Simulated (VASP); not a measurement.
Runs of VASP 6.6.1 on Mg. The structure is that of space group P6/mmm (No. 191), or close to it. The cells are those of the table. This isn't the form of Mg at room conditions, which is hcp.

```tsv
cell	k mesh	gap on the mesh (eV)	pressure (GPa)
a = 3.078, b = 3.078, c = 2.981 Å, angles 90.0, 90.0, 120.0°, 1 atom	15 × 15 × 14	none	1.1
a = 3.244, b = 3.179, c = 3.198 Å, angles 90.0, 89.3, 121.5°, 1 atom	14 × 14 × 12	none	-2.2
a = 3.162, b = 3.162, c = 3.202 Å, angles 90.0, 90.0, 120.0°, 1 atom	15 × 15 × 14	none	(a)
a = 3.076, b = 3.076, c = 2.796 Å, angles 90.0, 90.0, 120.0°, 1 atom	15 × 15 × 14	none	(b)
a = 3.036, b = 3.036, c = 3.122 Å, angles 90.0, 90.0, 120.0°, 1 atom	15 × 15 × 14	none	1.0
a = 3.011, b = 3.011, c = 2.914 Å, angles 90.0, 90.0, 120.0°, 1 atom	15 × 15 × 14	none	3.6
a = 3.170, b = 3.171, c = 3.083 Å, angles 90.8, 90.4, 119.4°, 1 atom	14 × 14 × 12	none	-1.5
```

Alike in all rows: task single point; level PBE; potentials or basis VASP PAW PBE potentials, release 64 (Mg); no spin polarisation; cutoff (eV) 600; smearing gaussian 0.1 eV.

Fill in the values left out.

(a) -1.9; (b) 3.5.

Caveats: the cell stands under pressure (at least some runs).

A gap of «none» marks levels without a gap at the run's occupations.
